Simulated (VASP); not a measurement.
# NaH (Fm-3m) in VASP: a series of runs, part 2 of 2

VASP 6.6.1. The steps go on from the part before.

## Step 3: Single point, r2SCAN

This run uses another cell than the first one, of 13.78 Å³/atom, 1.064 times its volume.

POSCAR reads:

```
NaH
1.0
    0.0000000000      2.3975122828      2.3975122828
    2.3975122828      0.0000000000      2.3975122828
    2.3975122828      2.3975122828      0.0000000000
Na H
1 1
Direct
    0.0000000000      0.0000000000      0.0000000000
    0.5000000000      0.5000000000      0.5000000000
```

INCAR.step1 reads:

```
ALGO = Normal
EDIFF = 1E-4
ENCUT = 520
GGA = PE
ISMEAR = 0
LASPH = T
LCHARG = F
LREAL = F
LWAVE = T
NBANDS = 11
NELM = 60
PREC = Accurate
SIGMA = 0.01
```

INCAR.step2 reads:

```
ALGO = Normal
EDIFF = 1E-6
ENCUT = 520
ISIF = 2
ISMEAR = 0
ISTART = 1
LASPH = T
LCHARG = F
LMIXTAU = T
LREAL = F
LWAVE = F
METAGGA = R2SCAN
NBANDS = 11
NELM = 60
PREC = Accurate
SIGMA = 0.01
```

KPOINTS reads:

```
k-points
0
Gamma
  8 8 8
```

Potentials or basis: VASP PAW PBE potentials, release 64 (Na_pv, H).

Run with:

```bash
cat potpaw_PBE.64/Na_pv/POTCAR potpaw_PBE.64/H/POTCAR > POTCAR
cp INCAR.step1 INCAR
mpirun -np 1 vasp_std > vasp.out
cp INCAR.step2 INCAR
mpirun -np 1 vasp_std > vasp.out
```

OUTCAR:

```text
EDIFF = 1E-6
   ENCUT = 520
   ISIF = 2
   ISMEAR = 0
   ISTART = 1
   LASPH = T
   LREAL = F
   METAGGA = R2SCAN
   NELM = 60
   PREC = Accurate

 ion  position               nearest neighbor table
   1  0.000  0.000  0.000-
   2  0.500  0.500  0.500-

  LATTYP: Found a face centered cubic cell.
 ALAT       =     4.7950245656

  Lattice vectors:

 A1 = (   0.0000000000,   2.3975122828,   2.3975122828)
 A2 = (   2.3975122828,   0.0000000000,   2.3975122828)
 A3 = (   2.3975122828,   2.3975122828,   0.0000000000)

Analysis of symmetry for initial positions (statically):
=====================================================================
 Subroutine PRICEL returns:
 Original cell was already a primitive cell.

 Routine SETGRP: Setting up the symmetry group for a
 face centered cubic supercell.

 Subroutine GETGRP returns: Found 48 space group operations
 (whereof 48 operations were pure point group operations)
 out of a pool of 48 trial point group operations.

The static configuration has the point symmetry O_h .

Analysis of symmetry for dynamics (positions and initial velocities):
=====================================================================
 Subroutine PRICEL returns:
 Original cell was already a primitive cell.

 Routine SETGRP: Setting up the symmetry group for a
 face centered cubic supercell.

 Subroutine GETGRP returns: Found 48 space group operations
 (whereof 48 operations were pure point group operations)
 out of a pool of 48 trial point group operations.

The dynamic configuration has the point symmetry O_h .

 Subroutine INISYM returns: Found 48 space group operations
 (whereof 48 operations are pure point group operations),
 and found     1 'primitive' translations

----------------------------------------------------------------------------------------

                                     Primitive cell

  volume of cell :      27.5621

[... 110 lines left out ...]
  Fermi-wavevector in a.u.,A,eV,Ry     =   1.083929  2.048328 15.985500  1.174901
  Thomas-Fermi vector in A             =   2.220006
   LORBIT       =      0    0 simple, 1 ext, 2 COOP (PROOUT), +10 PAW based schemes
   METAGGA = R2SCAN    functional components
   LHFCALC =     F    Hartree Fock is set to
   AEXX    =    0.0000 exact exchange contribution
   IVDW    =     0    specifies the selected vdW correction
   LEPSILON=     F    determine dielectric tensor
   LRPA    =     F    only Hartree local field effects (RPA)
 non-spin polarized calculation
 Gauss-broadening in eV      SIGMA  =   0.01
  energy-cutoff  :      520.00
  volume of cell :       27.56
 maximum number of plane-waves:       754
 NGX is ok and might be reduce to    28
   NGX = 13   NGY = 13   NGZ = 13

 number of electron       7.9999992 magnetization

 Free energy of the ion-electron system (eV)
  ---------------------------------------------------
  ext. energy  EPLUGINS =         0.00000000
  ---------------------------------------------------
  free energy    TOTEN  =        -7.60244992 eV

  energy without entropy =       -7.60244992  energy(sigma->0) =       -7.60244992

 E-fermi :  -1.3285     XC(G=0):  -8.2241

 val. band max:       -1.3821204906   @ k =  -0.2500   0.5000   0.2500
 cond. band min:       3.0293430890   @ k =   0.5000   0.0000   0.0000
 fundamental gap:      4.4114635796
 Fermi energy:        -1.3284586292

 k-point     1 :       0.0000    0.0000    0.0000
  band No.  band energies     occupation
      1     -24.2388      2.00000
      2     -24.2385      2.00000
      3     -24.2385      2.00000
      4      -4.9973      2.00000
      5      10.2745      0.00000
      6      15.1473      0.00000
      7      15.1473      0.00000
      8      15.1473      0.00000
      9      16.1303      0.00000
     10      16.1303      0.00000
     11      16.1303      0.00000
[... 309 lines left out ...]
 k-point    24 :      -0.3750    0.2500    0.1250
  band No.  band energies     occupation
      1     -24.3196      2.00000
      2     -24.2735      2.00000
      3     -24.2574      2.00000
      4      -1.8541      2.00000
      5       3.8325      0.00000
      6       7.1632      0.00000
      7      10.5716      0.00000
      8      14.8140      0.00000
      9      15.8960      0.00000
     10      19.2917      0.00000
     11      21.4952      0.00000

 [... further k-points ...]
[... 5 lines left out ...]
  --------------------------------------------------------------------------------------
  -------------------------------------------------------------------------------------
  Total       -0.0530836     -0.0530836     -0.0530836     -0.0000000      0.0000000      0.0000000
  in kB       -3.0857340     -3.0857340     -3.0857340     -0.0000000      0.0000000      0.0000000
  external PRESSURE =      -3.0857340 kB  Pullay stress =       0.0000000 kB

 VOLUME and BASIS-vectors are now :
 -----------------------------------------------------------------------------
  energy-cutoff  :      520.00
  volume of cell :       27.56
      direct lattice vectors                 reciprocal lattice vectors
     0.000000000  2.397512283  2.397512283    -0.208549505  0.208549505  0.208549505
     2.397512283  0.000000000  2.397512283     0.208549505 -0.208549505  0.208549505
     2.397512283  2.397512283  0.000000000     0.208549505  0.208549505 -0.208549505

 POSITION                                       TOTAL-FORCE (eV/Angst)
 -----------------------------------------------------------------------------------
      0.00000      0.00000      0.00000         0.000000      0.000000     -0.000000
      2.39751      2.39751      2.39751        -0.000000     -0.000000      0.000000
 -----------------------------------------------------------------------------------
    total drift:                               -0.000000      0.000000      0.000000

  FREE ENERGIE OF THE ION-ELECTRON SYSTEM (eV)
  ---------------------------------------------------
  free  energy   TOTEN  =        -7.6024499190 eV

  energy  without entropy=       -7.6024499190  energy(sigma->0) =       -7.60244992
```

OSZICAR.step1:

```text
N       E                     dE             d eps       ncg     rms          rms(c)
DAV:   1     0.361139637139E+02    0.36114E+02   -0.43883E+03   638   0.730E+02
DAV:   2    -0.429469334362E+01   -0.40409E+02   -0.39636E+02   656   0.193E+02
DAV:   3    -0.550753618860E+01   -0.12128E+01   -0.12114E+01   759   0.319E+01
DAV:   4    -0.551577853009E+01   -0.82423E-02   -0.82416E-02   756   0.273E+00
DAV:   5    -0.551585093309E+01   -0.72403E-04   -0.72402E-04   725   0.258E-01    0.321E+00
DAV:   6    -0.517562936531E+01    0.34022E+00   -0.32064E-01   723   0.281E+00    0.149E+00
DAV:   7    -0.508185656820E+01    0.93773E-01   -0.32022E-01   707   0.217E+00    0.349E-01
DAV:   8    -0.508641781618E+01   -0.45612E-02   -0.98481E-03   710   0.967E-01    0.677E-02
DAV:   9    -0.508637048361E+01    0.47333E-04   -0.11217E-03   760   0.360E-01    0.233E-02
DAV:  10    -0.508635450617E+01    0.15977E-04   -0.58506E-05   429   0.498E-02
   1 F= -.50863545E+01 E0= -.50863545E+01  d E =-.226018-100
```

Run time: 78 s. Hardware: 1 thread of AMD EPYC 7R13, shared host; peak memory 0.13 GiB.

Results:

- Free energy: -7.6024 eV
- Pressure: -0.3 GPa
- Band gap on the k mesh: 4.41 eV, indirect (least direct gap 5.26 eV)

Caveat: the PAW data sets were made with another functional, which shifts forces and pressure a little. r2SCAN opens gaps a little over a GGA but as a rule still falls short of measured ones.

## Step 4: Single point, r2SCAN (volume changed by -3%)

POSCAR reads:

```
NaH
1.0
    0.0000000000      2.3732933312      2.3732933312
    2.3732933312      0.0000000000      2.3732933312
    2.3732933312      2.3732933312      0.0000000000
Na H
1 1
Direct
    0.0000000000      0.0000000000      0.0000000000
    0.5000000000      0.5000000000      0.5000000000
```

INCAR.step1 reads:

```
  PREC = Accurate
  ENCUT = 520
  ISMEAR = 0
  SIGMA = 0.01
  LREAL = False
  LASPH = True
  NELM = 60
  NBANDS = 11
  GGA = PE
  ALGO = Normal
  EDIFF = 1E-4
  LWAVE = True
  LCHARG = False
```

INCAR.step2 reads:

```
  PREC = Accurate
  ENCUT = 520
  EDIFF = 1E-6
  ISMEAR = 0
  SIGMA = 0.01
  LREAL = False
  LASPH = True
  NELM = 60
  ALGO = Normal
  ISIF = 2
  LWAVE = False
  LCHARG = False
  METAGGA = R2SCAN
  LMIXTAU = True
  NBANDS = 11
  ISTART = 1
```

KPOINTS reads:

```
Automatic mesh
0
Gamma
  8 8 8
```

Run with:

```bash
cat potpaw_PBE.64/Na_pv/POTCAR potpaw_PBE.64/H/POTCAR > POTCAR
cp INCAR.step1 INCAR
mpirun -np 1 vasp_std > vasp.out
cp INCAR.step2 INCAR
mpirun -np 1 vasp_std > vasp.out
```

It took 77 s on 1 thread of AMD EPYC 7R13, shared host; peak memory 0.13 GiB.

The run converged. Its results:

```
Free energy            : -7.6019 eV
Pressure               : 0.6 GPa
Band gap on the k mesh : 4.47 eV, indirect (least direct gap 5.32 eV)
```

Levels at points of the mesh, in eV from the valence-band top:
```tsv
k point	band 1	band 2	band 3	band 4	band 5	band 6	band 7	band 8
(0.00, 0.00, 0.00)	-22.80	-22.80	-22.80	-3.70	11.94	16.76	16.76	16.76
(0.50, 0.00, 0.00)	-22.91	-22.81	-22.81	-0.86	4.47	12.08	14.25	14.25
(0.50, 0.50, 0.00)	-22.89	-22.83	-22.83	-0.18	5.31	10.91	11.74	11.74
```

Caveat: the cell differs from its parent crystal (volume changed by -3%); the PAW data sets were made with another functional, which shifts forces and pressure a little.

## Step 5: Overview

```tsv
cell	gap on the mesh (eV)	pressure (GPa)
a = 3.321 Å, angles 60.0°, 2 atoms	4.52	1.5
a = 3.391 Å, angles 60.0°, 2 atoms	4.41	-0.3
a = 3.356 Å, angles 60.0°, 2 atoms	4.47	0.6
```

Alike in all rows: task single point; level r2SCAN; potentials or basis VASP PAW PBE potentials, release 64 (Na_pv, H); no spin polarisation; k mesh 8 × 8 × 8; cutoff (eV) 520; smearing gaussian 0.01 eV.

Caveats: the PAW data sets were made with another functional, which shifts forces and pressure a little.

Absolute energies hang on the potentials; compare differences alone.
